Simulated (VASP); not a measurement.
**ScAl3: relaxation of cell and atoms with PBE**

Crystal: ScAl3.

```xyz
4
Lattice="3.0106 0.0000 0.0000 -1.5053 2.6073 0.0000 0.0000 0.0000 9.4351" Properties=species:S:1:pos:R:3 pbc="T T T"
Sc    1.5053    0.8691    0.0000
Al    0.0000    1.7382    6.9953
Al    0.0000    1.7382    2.4398
Al    1.5053    0.8691    4.7175
```

| Item | Value |
| --- | --- |
| Program | VASP 6.6.1 |
| Task | relaxation of cell and atoms |
| Functional | PBE |
| Potentials or basis | VASP PAW PBE potentials, release 64 (Sc_sv, Al) |
| Cutoff | 600 eV |
| k mesh | 18 × 18 × 6 |
| Occupations | gaussian, width 0.1 eV |
| Spin | no spin polarisation |
| Dipole correction | no |
| Further INCAR settings | ALGO = Fast; EDIFF = 1e-06; IBRION = 2; EDIFFG = -0.01; NSW = 100; ISIF = 3 |

```json
{"Relaxed volume": "18.54 Å³/atom", "Relaxed cell": "a = 3.050 Å, b = 3.050 Å, c = 9.207 Å, α = 90.00°, β = 90.00°, γ = 120.00°", "Space group after relaxing (to 0.05 Å)": "P-6m2 (No. 187)", "Energy gained by relaxing": "5.1 meV/atom", "Ionic steps": "9", "Pressure after relaxing": "0.0 GPa", "Band gap on the k mesh": "zero (band 10 reaches 8.26 eV, above the bottom of band 11 at 5.39 eV)"}
```

Step by step:
| step | energy change (eV) | largest force (eV/Å) | pressure (GPa) | volume (Å³) |
| --- | --- | --- | --- | --- |
| 1 | 0.0000 | 0.0472 | -0.30 | 74.06 |
| 2 | -0.0154 | 0.0555 | 0.26 | 73.68 |
| 3 | -0.0183 | 0.0596 | 0.66 | 73.43 |
| 4 | -0.0202 | 0.0362 | -0.12 | 74.26 |
| 5 | -0.0202 | 0.0382 | -0.07 | 74.20 |
| 6 | -0.0204 | 0.0243 | -0.02 | 74.17 |
| 7 | -0.0205 | 0.0063 | 0.03 | 74.13 |
| 8 | -0.0205 | 0.0052 | 0.03 | 74.13 |
| 9 | -0.0205 | 0.0003 | -0.03 | 74.17 |

Final structure:
```
CELL_PARAMETERS angstrom
3.04991 0.00000 0.00000
-1.52496 2.64130 0.00000
0.00000 0.00000 9.20712
ATOMIC_POSITIONS crystal
Sc 0.66667 0.33333 0.00000
Al 0.33333 0.66667 0.73995
Al 0.33333 0.66667 0.26005
Al 0.66667 0.33333 0.50000
```

Levels at points of the mesh, in eV from the Fermi level:
| k point | band 7 | band 8 | band 9 | band 10 | band 11 | band 12 | band 13 | band 14 |
| --- | --- | --- | --- | --- | --- | --- | --- | --- |
| (0.00, 0.00, 0.00) | -6.60 | -2.64 | -2.12 | 1.71 | 1.92 | 1.92 | 3.43 | 3.43 |
| (0.50, 0.00, 0.00) | -3.66 | -3.34 | -2.15 | -1.32 | -0.20 | -0.05 | 2.44 | 2.50 |
| (0.00, 0.00, 0.50) | -5.60 | -4.49 | -0.65 | 1.69 | 1.92 | 1.92 | 3.43 | 3.43 |
| (0.50, 0.00, 0.50) | -3.86 | -3.23 | -2.24 | -1.14 | -0.33 | 0.72 | 1.44 | 2.48 |

Run time: 21 min on 1 thread of Oxide Virtual Turin-like Processor, on a shared host, peak memory 0.33 GiB.
